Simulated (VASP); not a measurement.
# Be (P6_3/mmc) in VASP: settings compared

Aim: see how the results for Be move with the level of theory and the settings. Levels: PBE, LDA. Tasks: elastic constants, vibrations by perturbation theory.

Program: VASP 6.6.1. These are calculated values, not measurements. Logs are shortened: lines on timing, memory, paths and dates and some standing lists are left out, and cuts for length are marked.

**1. The cell of the first run**

It takes space group P6_3/mmc (No. 194, hexagonal). Conventional cell: a = 2.285 Å, b = 2.285 Å, c = 3.584 Å, α = 90.00°, β = 90.00°, γ = 120.00°. Be (site symmetry -6m2) has 12 Be at 2.23 to 2.29 Å within 2.9 Å.

**2. Elastic constants, PBE**

INCAR reads:

```
SYSTEM = Be
PREC     = Accurate       ! precision mode
ENCUT    = 600            ! plane-wave cutoff, eV
EDIFF    = 1E-8           ! SCF threshold, eV
ISMEAR   = 0              ! smearing method
SIGMA    = 0.05           ! smearing width, eV
LREAL    = .FALSE.        ! projectors in reciprocal space
LASPH    = .TRUE.         ! aspherical terms in the spheres
NELM     = 120            ! most SCF steps
ALGO     = Normal         ! electronic algorithm
ISIF     = 3              ! what is computed and relaxed
LWAVE    = .FALSE.        ! write WAVECAR
LCHARG   = .FALSE.        ! write CHGCAR
GGA      = PE             ! functional
NBANDS   = 9              ! bands
IBRION   = 6              ! ionic algorithm
NFREE    = 2            
POTIM    = 0.015          ! step
NSW      = 1              ! ionic steps
GGA_COMPAT= .FALSE.
```

KPOINTS reads:

```
Automatic mesh
0
G
  8 8 5
  0 0 0
```

POSCAR reads:

```
Be
1.0
    2.2853000000      0.0000000000      0.0000000000
   -1.1426500000      1.9791278553      0.0000000000
    0.0000000000      0.0000000000      3.5842000000
Be
2
Direct
    0.6666666667      0.3333333333      0.7500000000
    0.3333333333      0.6666666667      0.2500000000
```

Potentials or basis: VASP PAW PBE potentials, release 64 (Be).

On the command line:

```console
$ cat potpaw_PBE.64/Be/POTCAR > POTCAR
$ mpirun -np 1 vasp_std > vasp.out
```

OUTCAR:

```text
SYSTEM = Be
   PREC = Accurate
   ENCUT = 600
   EDIFF = 1E-8
   ISMEAR = 0
   LREAL = .FALSE.
   LASPH = .TRUE.
   NELM = 120
   ISIF = 3
   GGA = PE
   IBRION = 6
   NFREE = 2
   POTIM = 0.015
   NSW = 1

 ion  position               nearest neighbor table
   1  0.667  0.333  0.750-   2 2.23   2 2.23   2 2.23   2 2.23   2 2.23   2 2.23
   2  0.333  0.667  0.250-   1 2.23   1 2.23   1 2.23   1 2.23   1 2.23   1 2.23

  LATTYP: Found a hexagonal cell.
 ALAT       =     2.2853000000
 C/A-ratio  =     1.5683717674

  Lattice vectors:

 A1 = (   2.2853000000,   0.0000000000,   0.0000000000)
 A2 = (  -1.1426500000,   1.9791278553,   0.0000000000)
 A3 = (   0.0000000000,   0.0000000000,   3.5842000000)

Analysis of symmetry for initial positions (statically):
=====================================================================
 Subroutine PRICEL returns:
 Original cell was already a primitive cell.

 Routine SETGRP: Setting up the symmetry group for a
 hexagonal supercell.

 Subroutine GETGRP returns: Found 24 space group operations
 (whereof 12 operations were pure point group operations)
 out of a pool of 24 trial point group operations.

The static configuration has the point symmetry D_3d.
 The point group associated with its full space group is D_6h.

Analysis of symmetry for dynamics (positions and initial velocities):
=====================================================================
 Subroutine PRICEL returns:
 Original cell was already a primitive cell.

 Routine SETGRP: Setting up the symmetry group for a
 hexagonal supercell.

 Subroutine GETGRP returns: Found 24 space group operations
 (whereof 12 operations were pure point group operations)
 out of a pool of 24 trial point group operations.

The dynamic configuration has the point symmetry D_3d.
 The point group associated with its full space group is D_6h.

 Subroutine INISYM returns: Found 24 space group operations
 (whereof 12 operations are pure point group operations),
 and found     1 'primitive' translations

----------------------------------------------------------------------------------------

                                     Primitive cell

  volume of cell :      16.2110

  direct lattice vectors                    reciprocal lattice vectors
     2.285300000  0.000000000  0.000000000     0.437579311  0.252636533  0.000000000
    -1.142650000  1.979127855  0.000000000     0.000000000  0.505273066  0.000000000
     0.000000000  0.000000000  3.584200000     0.000000000  0.000000000  0.279002288

  length of vectors
     2.285300000  2.285300000  3.584200000     0.505273066  0.505273066  0.279002288

  position of ions in fractional coordinates (direct lattice)
     0.666666667  0.333333333  0.750000000
     0.333333333  0.666666667  0.250000000

  ion indices of the primitive-cell ions
   primitive index   ion index
                 1           1
                 2           2

----------------------------------------------------------------------------------------

 KPOINTS: Automatic mesh

Automatic generation of k-mesh.
 Grid dimensions read from file:
 generate k-points for:    8    8    5

 Generating k-lattice:

[... 109 lines left out ...]

  energy without entropy =       -7.51296999  energy(sigma->0) =       -7.51354173

------------------------ aborting loop because EDIFF is reached ----------------------------------------

  FORCE on cell =-STRESS in cart. coord.  units (eV):
  Direction    XX          YY          ZZ          XY          YZ          ZX
  --------------------------------------------------------------------------------------
  -------------------------------------------------------------------------------------
  Total       -0.3708770     -0.3708770     -0.0898363      0.0000000      0.0000000      0.0000000
  in kB      -36.6548313    -36.6548313     -8.8787726      0.0000000      0.0000000      0.0000000
  external PRESSURE =     -27.3961451 kB  Pullay stress =       0.0000000 kB
[... 89 lines left out ...]
  FREE ENERGIE OF THE ION-ELECTRON SYSTEM (eV)
  ---------------------------------------------------
  free  energy   TOTEN  =        -7.5165958999 eV

  energy  without entropy=       -7.5154615571  energy(sigma->0) =       -7.51602873

[... ionic steps 4 to 14 ...]

--------------------------------------- Ionic step       15  -------------------------------------------

 number of electron       4.0000000 magnetization

------------------------ aborting loop because EDIFF is reached ----------------------------------------
[... 67 lines left out ...]
--------------------------------------- Ionic step       17  -------------------------------------------

 number of electron       4.0000000 magnetization

 Free energy of the ion-electron system (eV)
  ---------------------------------------------------
  ext. energy  EPLUGINS =         0.00000000
  ---------------------------------------------------
  free energy    TOTEN  =        -7.51325759 eV

  energy without entropy =       -7.51211917  energy(sigma->0) =       -7.51268838

 E-fermi :   7.5219     XC(G=0): -10.5242

 val. band max:        6.4992815033   @ k =   0.2500   0.1250   0.0000
 cond. band min:       7.5229612823   @ k =   0.3750   0.2500   0.4000
 fundamental gap:      1.0236797790
 Fermi energy:         7.5219126456

 k-point     1 :       0.0000    0.0000    0.0000
  band No.  band energies     occupation
      1      -4.3922      2.00000
      2       2.5080      2.00000
      3       7.9153      0.00000
      4      22.4273      0.00000
      5      22.4273      0.00000
      6      25.2474      0.00000
      7      25.2474      0.00000
      8      27.4118      0.00000
      9      33.4647      0.00000
[... 265 lines left out ...]
 k-point    24 :       0.3750    0.0000    0.4000
  band No.  band energies     occupation
      1       0.9039      2.00000
      2       2.5169      2.00000
      3      10.0799      0.00000
      4      11.7292      0.00000
      5      18.1857      0.00000
      6      19.0894      0.00000
      7      20.1562      0.00000
      8      22.2794      0.00000
      9      26.1361      0.00000

 [... further k-points ...]

------------------------ aborting loop because EDIFF is reached ----------------------------------------

  FORCE on cell =-STRESS in cart. coord.  units (eV):
  Direction    XX          YY          ZZ          XY          YZ          ZX
  --------------------------------------------------------------------------------------
  -------------------------------------------------------------------------------------
  Total       -0.3697194     -0.3697194     -0.0864305      0.0000000      0.0000000      0.0000000
  in kB      -36.5404184    -36.5404184     -8.5421720      0.0000000      0.0000000      0.0000000
  external PRESSURE =     -27.2076696 kB  Pullay stress =       0.0000000 kB
[... 17 lines left out ...]
  FREE ENERGIE OF THE ION-ELECTRON SYSTEM (eV)
  ---------------------------------------------------
  free  energy   TOTEN  =        -7.5132575947 eV

  energy  without entropy=       -7.5121191651  energy(sigma->0) =       -7.51268838

 INTERNAL STRAIN TENSORS FROM STRAINED CELLS
 ============================================

 INTERNAL STRAIN TENSOR FOR ION    1 for displacements in x,y,z  (eV/Angst):
          X           Y           Z          XY          YZ          ZX
  --------------------------------------------------------------------------------
  x    -0.00000     0.00000    -0.00000     1.42928    -0.00000    -0.00000
  y     1.37423    -1.41211    -0.00000     0.00002     0.00002    -0.00002
  z    -0.00000     0.00000     0.00000     0.00000     0.03735     0.00000

 INTERNAL STRAIN TENSORS FROM DISPLACED ATOMS
 ============================================

 INTERNAL STRAIN TENSOR FOR ION    1 for displacements in x,y,z  (eV/Angst):
          X           Y           Z          XY          YZ          ZX
  --------------------------------------------------------------------------------
  x     0.00000     0.00000     0.00000     1.54054     0.00000     0.00000
  y     1.54054    -1.54054     0.00000     0.00000     0.00000     0.00000
  z     0.00000     0.00000    -0.00000     0.00000     0.00000     0.00000

 INTERNAL STRAIN TENSOR FOR ION    2 for displacements in x,y,z  (eV/Angst):
          X           Y           Z          XY          YZ          ZX
  --------------------------------------------------------------------------------
  x     0.00000     0.00000     0.00000    -1.54054     0.00000     0.00000
  y    -1.54054     1.54054     0.00000     0.00000     0.00000     0.00000
  z    -0.00000    -0.00000     0.00000     0.00000     0.00000     0.00000

 Eigenvectors and eigenvalues of the dynamical matrix
 ----------------------------------------------------

   1 f  =   20.314806 THz   127.641691 2PiTHz  677.628989 cm-1    84.015249 meV
             X         Y         Z           dx          dy          dz
      1.142650  0.659709  2.688150     0.000000   -0.000000    0.707107
     -0.000000  1.319419  0.896050     0.000000    0.000000   -0.707107
[... 21 lines left out ...]
   6 f/i=    0.000000 THz     0.000001 2PiTHz    0.000006 cm-1     0.000001 meV
             X         Y         Z           dx          dy          dz
      1.142650  0.659709  2.688150     0.081252   -0.330186    0.619980
     -0.000000  1.319419  0.896050     0.081252   -0.330186    0.619980

--------------------------------------------------------------------------------------------------------

 ELASTIC MODULI CONTR FROM IONIC RELAXATION (kBar)
 Direction    XX          YY          ZZ          XY          YZ          ZX
 --------------------------------------------------------------------------------
 XX         -85.5853     85.5853     -0.0000      0.0000      0.0000      0.0000
 YY          85.5853    -85.5853      0.0000      0.0000      0.0000      0.0000
 ZZ          -0.0000      0.0000     -0.0000      0.0000      0.0000      0.0000
 XY           0.0000      0.0000      0.0000    -85.5853      0.0000      0.0000
 YZ           0.0000      0.0000      0.0000      0.0000      0.0000      0.0000
 ZX           0.0000      0.0000      0.0000      0.0000      0.0000      0.0000
 --------------------------------------------------------------------------------

 TOTAL ELASTIC MODULI (kBar)
 Direction    XX          YY          ZZ          XY          YZ          ZX
 --------------------------------------------------------------------------------
 XX        2910.7599    -16.9971    391.1817      0.0000     -0.0000      0.0000
 YY         -16.9971   2910.7599    391.1817      0.0000     -0.0000      0.0000
 ZZ         391.1817    391.1817   3170.1211      0.0000     -0.0000      0.0000
 XY           0.0000      0.0000      0.0000   1463.8785     -0.0000      0.0000
 YZ          -0.0000     -0.0000     -0.0000     -0.0000   1009.5418      0.0000
 ZX           0.0000      0.0000      0.0000      0.0000      0.0000   1009.5418
 --------------------------------------------------------------------------------
```

Wall time 71 s (1 thread of Intel Xeon Platinum 8124M at 3.00GHz (Skylake/Cascade Lake), shared host); peak memory 0.16 GiB.

What came out:

```yaml
Voigt_bulk_modulus: 117 GPa
Highest_phonon_frequency_at_Γ: 678 cm⁻¹
```

Phonon frequencies in cm⁻¹ (negative: imaginary):
| q point | frequencies |
| --- | --- |
| (0.000, 0.000, 0.000) | 0 0 0 407 407 678 |

Elastic tensor in Voigt notation (GPa, in the Cartesian axes of the cell as first typed):
```
291  -2  39   0   0   0
 -2 291  39   0   0   0
 39  39 317   0   0   0
  0   0   0 101   0   0
  0   0   0   0 101   0
  0   0   0   0   0 146
```

Clamped-ion elastic tensor (GPa):
```
300 -10  39   0   0   0
-10 300  39   0   0   0
 39  39 317   0   0   0
  0   0   0 101   0   0
  0   0   0   0 101   0
  0   0   0   0   0 155
```

Caveat: the k points lie up to 0.40 Å⁻¹ apart; the cell is under stress, which shifts elastic constants.

**3. Vibrations by perturbation theory, LDA**

INCAR reads:

```
SYSTEM = Be
ALGO = Normal
EDIFF = 1E-8
ENCUT = 520
IBRION = 8
ISIF = 2
ISMEAR = 0
LASPH = .TRUE.
LCHARG = .TRUE.
LREAL = .FALSE.
LWAVE = .FALSE.
NELM = 60
NSW = 1
PREC = Accurate
SIGMA = 0.05
```

KPOINTS reads:

```
k-points
0
G
  10 10 6
  0 0 0
```

POSCAR is that of step 2.

Potentials or basis: VASP PAW LDA potentials, release 64 (Be).

On the command line:

```console
$ cat potpaw_LDA.64/Be/POTCAR > POTCAR
$ mpirun -np 1 vasp_std > vasp.out
```

OUTCAR:

```text
SYSTEM = Be
   EDIFF = 1E-8
   ENCUT = 520
   IBRION = 8
   ISIF = 2
   ISMEAR = 0
   LASPH = .TRUE.
   LREAL = .FALSE.
   NELM = 60
   NSW = 1
   PREC = Accurate

 ion  position               nearest neighbor table
   1  0.667  0.333  0.750-   2 2.23   2 2.23   2 2.23   2 2.23   2 2.23   2 2.23
   2  0.333  0.667  0.250-   1 2.23   1 2.23   1 2.23   1 2.23   1 2.23   1 2.23

  LATTYP: Found a hexagonal cell.
 ALAT       =     2.2853000000
 C/A-ratio  =     1.5683717674

[... 479 lines left out ...]
  1Z     0.000000   -0.000000   -6.882693   -0.000000    0.000000    6.882693
  2X     3.545777    0.000000    0.000000   -3.545777    0.000000    0.000000
  2Y     0.000000    3.545777    0.000000    0.000000   -3.545777    0.000000
  2Z    -0.000000    0.000000    6.882693    0.000000   -0.000000   -6.882693

 Eigenvectors and eigenvalues of the dynamical matrix
 ----------------------------------------------------

   1 f  =   19.320138 THz   121.392010 2PiTHz  644.450449 cm-1    79.901636 meV
             X         Y         Z           dx          dy          dz
      1.142650  0.659709  2.688150     0.000000   -0.000000   -0.707107
     -0.000000  1.319419  0.896050    -0.000000    0.000000    0.707107
[... 16 lines left out ...]
   5 f  =    0.000000 THz     0.000000 2PiTHz    0.000002 cm-1     0.000000 meV
             X         Y         Z           dx          dy          dz
      1.142650  0.659709  2.688150    -0.579244    0.405556   -0.000000
     -0.000000  1.319419  0.896050    -0.579244    0.405556    0.000000

   6 f/i=    0.000000 THz     0.000001 2PiTHz    0.000004 cm-1     0.000001 meV
             X         Y         Z           dx          dy          dz
      1.142650  0.659709  2.688150    -0.405556   -0.579244    0.000000
     -0.000000  1.319419  0.896050    -0.405556   -0.579244    0.000000

--------------------------------------------------------------------------------------------------------

 ELASTIC MODULI CONTR FROM IONIC RELAXATION (kBar)
 Direction    XX          YY          ZZ          XY          YZ          ZX
 --------------------------------------------------------------------------------
 XX        -120.5582    120.5582     -0.0000     -0.0000      0.0000      0.0000
 YY         120.5582   -120.5582      0.0000      0.0000      0.0000      0.0000
 ZZ          -0.0000      0.0000     -0.0000     -0.0000      0.0000      0.0000
 XY          -0.0000      0.0000     -0.0000   -120.5582      0.0000      0.0000
 YZ           0.0000      0.0000      0.0000      0.0000      0.0000      0.0000
 ZX           0.0000      0.0000      0.0000      0.0000      0.0000      0.0000
 --------------------------------------------------------------------------------
```

OSZICAR:

```text
N       E                     dE             d eps       ncg     rms          rms(c)
DAV:   1    -0.401526152228E+01   -0.40153E+01   -0.18359E+03   672   0.549E+02
DAV:   2    -0.838605435271E+01   -0.43708E+01   -0.42663E+01  1032   0.500E+01
DAV:   3    -0.841191329338E+01   -0.25859E-01   -0.24363E-01   834   0.399E+00
DAV:   4    -0.841193952402E+01   -0.26231E-04   -0.26227E-04   996   0.898E-02
[... 30 lines left out ...]
RMM:   6    -0.150110776549E-01   -0.11681E-04    0.10968E-05  1402   0.602E-04    0.917E-05
RMM:   7    -0.150119661150E-01   -0.88846E-06    0.71587E-07  1450   0.627E-05    0.114E-05
RMM:   8    -0.150120317265E-01   -0.65611E-07    0.34349E-08  1456   0.103E-05    0.993E-07
RMM:   9    -0.150120438838E-01   -0.12157E-07    0.12504E-08  1115   0.303E-06    0.252E-07
RMM:  10    -0.150120472348E-01   -0.33510E-08   -0.27274E-09   873   0.290E-06    0.456E-08
 Linear response finished
```

stdout:

```text
POSCAR found type information on POSCAR Be
 POSCAR found :  1 types and       2 ions
 scaLAPACK will be used
 LDA part: xc-table for (Slater(with rela. corr.)+CA(PZ))
 , standard interpolation
 POSCAR, INCAR and KPOINTS ok, starting setup
 FFT: planning ... GRIDC
 FFT: planning ... GRID_SOFT
 FFT: planning ... GRID
 WAVECAR not read
 entering main loop
 Linear response reoptimize wavefunctions to high precision
 Linear response DOF=           2
 Linear response progress:
 first order change of Fermi-energy   0.61707E-05
 force on displaced ion       1 direction 1 :  -3.546  -0.000   0.000
 Linear response progress:
 first order change of Fermi-energy   0.29515E-04
 force on displaced ion       1 direction 3 :   0.000  -0.000  -6.883
 Linear response finished
```

Run time: 17 s. Hardware: 1 thread of Intel Xeon Platinum 8488C (Sapphire Rapids), shared host; peak memory 0.15 GiB.

What came out:

```
Highest phonon frequency at Γ : 644 cm⁻¹
```

Phonon frequencies in cm⁻¹ (negative: imaginary):
```tsv
q point	frequencies
(0.000, 0.000, 0.000)	0 0 0 463 463 644
```

Caveat: the cell stands under pressure or tension, which shifts response properties.
